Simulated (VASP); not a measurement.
MgC2:

```xyz
6
Lattice="3.9508 0.0000 0.0000 0.0000 3.9508 0.0000 0.0000 0.0000 4.9871" Properties=species:S:1:pos:R:3 pbc="T T T"
Mg    0.0000    0.0000    2.4935
Mg    1.9754    1.9754    0.0000
C     1.5315    2.4192    2.4935
C     0.4439    0.4439    0.0000
C     2.4192    1.5315    2.4935
C     3.5069    3.5069    0.0000
```

```yaml
Program: VASP 6.6.1
Task: relaxation of cell and atoms
Functional: LDA
Potentials_or_basis: VASP PAW LDA potentials, release 64 (Mg, C)
Cutoff: 600 eV
k_mesh: 5 × 5 × 5
Occupations: fermi-dirac, width 0.05 eV
Spin: no spin polarisation
```

At the start: pressure -6.0 GPa; volume 12.97 Å³/atom.

**Question.** Where does the relaxation end?

**Answer.** Over 17 steps the energy falls by 16.2 meV/atom and the volume is 12.07 Å³/atom (-7.0 %); space group P4_2/mnm (No. 136, to 0.1 Å) before and after.

Step by step:
```tsv
step	energy change (eV)	largest force (eV/Å)	pressure (GPa)	volume (Å³)
1	0.0000	0.3784	-6.00	77.84
2	0.2143	5.6812	8.50	72.49
3	-0.0350	1.0337	-2.55	76.31
4	-0.0918	0.0236	-0.54	73.27
5	-0.0925	0.1052	-0.24	72.89
6	-0.0924	0.0820	-0.29	72.96
7	-0.0938	0.1008	0.21	72.71
8	-0.0940	0.1997	0.48	72.58
9	-0.0946	0.1681	0.48	72.52
10	-0.0958	0.0737	0.49	72.34
11	-0.0961	0.1127	0.52	71.98
12	-0.0963	0.0437	0.51	72.12
13	-0.0965	0.0350	0.47	72.15
14	-0.0970	0.0114	0.35	72.23
15	-0.0974	0.0362	0.12	72.41
16	-0.0974	0.0585	-0.07	72.45
17	-0.0975	0.0024	0.03	72.43
```

Final structure:
```yaml
crystal:
  lattice:
    - [3.87762, 0.00000, 0.00000]
    - [0.00000, 3.87762, 0.00000]
    - [0.00000, 0.00000, 4.81692]
  atoms:
    - { symbol: Mg, position: [0.00000, 0.00000, 0.50000] }
    - { symbol: Mg, position: [0.50000, 0.50000, 0.00000] }
    - { symbol: C, position: [0.38646, 0.61354, 0.50000] }
    - { symbol: C, position: [0.11354, 0.11354, 0.00000] }
    - { symbol: C, position: [0.61354, 0.38646, 0.50000] }
    - { symbol: C, position: [0.88646, 0.88646, 0.00000] }
```
